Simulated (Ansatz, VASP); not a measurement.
# HfPd2N4: VASP beside Ansatz

Contents of INCAR:

```
SYSTEM = HfPd2N4
ALGO = Normal
EDIFF = 1E-7
ENCUT = 520
GGA = PE
ISIF = 2
ISMEAR = 0
LASPH = .TRUE.
LCHARG = .FALSE.
LREAL = .FALSE.
LWAVE = .FALSE.
NBANDS = 63
NELM = 100
PREC = Accurate
SIGMA = 0.1
```

The input KPOINTS:

```
k-points
0
G
  4 4 4
  0 0 0
```

File POSCAR:

```
HfPd2N4
1.0
    0.0000000000      4.3823397722      4.3823397722
    4.3823397722      0.0000000000      4.3823397722
    4.3823397722      4.3823397722      0.0000000000
Hf Pd N
2 4 8
Direct
    0.0000000000      0.0000000000      1.0000000000
    0.2500000000      0.2500000000      0.2500000000
    0.1250000000      0.6250000000      0.6250000000
    0.6250000000      0.1250000000      0.6250000000
    0.6250000000      0.6250000000      0.1250000000
    0.6250000000      0.6250000000      0.6250000000
    0.8634765595      0.4095703215      0.8634765595
    0.4095703215      0.8634765595      0.8634765595
    0.8634765595      0.8634765595      0.4095703215
    0.8634765595      0.8634765595      0.8634765595
    0.3865234405      0.8404296785      0.3865234405
    0.8404296785      0.3865234405      0.3865234405
    0.3865234405      0.3865234405      0.3865234405
    0.3865234405      0.3865234405      0.8404296785
```

Input for Ansatz:

```yaml
crystal:
  lattice:
    - [0.0, 4.3823397722, 4.3823397722]
    - [4.3823397722, 0.0, 4.3823397722]
    - [4.3823397722, 4.3823397722, 0.0]
  atoms:
    - { symbol: Hf, position: [0.0, 0.0, 1.0] }
    - { symbol: Hf, position: [0.25, 0.25, 0.25] }
    - { symbol: Pd, position: [0.125, 0.625, 0.625] }
    - { symbol: Pd, position: [0.625, 0.125, 0.625] }
    - { symbol: Pd, position: [0.625, 0.625, 0.125] }
    - { symbol: Pd, position: [0.625, 0.625, 0.625] }
    - { symbol: "N", position: [0.8634765595, 0.4095703215, 0.8634765595] }
    - { symbol: "N", position: [0.4095703215, 0.8634765595, 0.8634765595] }
    - { symbol: "N", position: [0.8634765595, 0.8634765595, 0.4095703215] }
    - { symbol: "N", position: [0.8634765595, 0.8634765595, 0.8634765595] }
    - { symbol: "N", position: [0.3865234405, 0.8404296785, 0.3865234405] }
    - { symbol: "N", position: [0.8404296785, 0.3865234405, 0.3865234405] }
    - { symbol: "N", position: [0.3865234405, 0.3865234405, 0.3865234405] }
    - { symbol: "N", position: [0.3865234405, 0.3865234405, 0.8404296785] }
basis:
  ecutwfc: 420
kpoints:
  mp_grid: { grid: [4, 4, 4] }
hamiltonian:
  xc: pbe
scf:
  occupations: { method: gaussian, width: 0.1 }
  lower_state_search: "off"
output:
  forces: true
  stress: true
  eigenvalues: true
```

Alike in both runs: task single point; functional PBE; k mesh 4 × 4 × 4; occupations gaussian, width 0.1 eV; no spin polarisation.

|  | VASP | Ansatz |
| --- | --- | --- |
| version | VASP 6.6.1 | Ansatz 0.2.0 |
| potentials or method | VASP PAW PBE potentials, release 64 (Hf_pv, Pd, N), cutoff 520 eV | scalar-relativistic, plane waves, PAW |
| valence electrons in the cell | 100 | 164 |

|  | VASP | Ansatz | Ansatz less VASP |
| --- | --- | --- | --- |
| gap on the k mesh at the Fermi level (eV) | 1.13 | 1.13 | +0.005 |
| least direct gap on the mesh (eV) | 1.13 | 1.13 | +0.005 |
| pressure (GPa) | -0.6 | 0.0 | +0.58 |
| rms of the force components (eV/Å) | 0.023 | 0.001 | -0.0221 |

Atom by atom the forces differ by 0.022 eV/Å (rms over components). VASP's potentials hold 100 valence electrons a cell and Ansatz's 164, so a difference there can come from the potentials and not from the codes.

Neither program's run includes spin-orbit coupling.
